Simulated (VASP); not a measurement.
A run of VASP 6.6.1 is set up as follows.

File INCAR:

```
SYSTEM = Al
PREC = Accurate
ENCUT = 520
EDIFF = 1E-6
ISMEAR = 0
SIGMA = 0.023
LREAL = .FALSE.
LASPH = .TRUE.
NELM = 60
ALGO = Fast
ISIF = 2
LWAVE = .FALSE.
LCHARG = .FALSE.
GGA = PE
NBANDS = 8
```

The input KPOINTS:

```
regular mesh
0
G
  11 11 11
  0 0 0
```

Contents of POSCAR:

```
Al
1.0
    0.0000000000      2.0248050000      2.0248050000
    2.0248050000      0.0000000000      2.0248050000
    2.0248050000      2.0248050000      0.0000000000
Al
1
Direct
    0.0000000000      0.0000000000      0.0000000000
```

Potentials or basis: VASP PAW PBE potentials, release 64 (Al).

Command:

```console
$ cat potpaw_PBE.64/Al/POTCAR > POTCAR
$ mpirun -np 1 vasp_std > vasp.out
```

Question: Estimate the pressure.

Answer: -0.5 GPa.
